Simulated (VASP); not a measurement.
# Ni: single point with LDA

Crystal: Ni.

```
Ni
1.0
    -1.38372    1.38372    1.38372
     1.38372   -1.38372    1.38372
     1.38372    1.38372   -1.38372
Ni
1
Direct
  0.00000 0.00000 0.00000
```

| Quantity | Value |
| --- | --- |
| Program | VASP 6.6.1 |
| Task | single point |
| Functional | LDA |
| Potentials or basis | VASP PAW LDA potentials, release 64 (Ni) |
| Cutoff | 520 eV |
| k mesh | 17 × 17 × 17 |
| Occupations | fermi-dirac, width 0.05 eV |
| Spin | collinear spin, ferromagnetic start |
| Starting moments | [0.38] μB |
| Fixed moment | 0.38 μB |

| Quantity | Value |
| --- | --- |
| Pressure | -11.1 GPa |
| Net moment | 0.38 μB per cell |
| Site moments | Ni +0.38 μB |
| Valence electrons inside the program's atomic spheres | Ni 9.37 |

Wall time 45 s on 1 thread of Intel(R) Xeon(R) Platinum 8488C (Sapphire Rapids), on a shared host, peak memory 0.15 GiB.

Caveat: the total moment is fixed, so each spin has its own Fermi level.
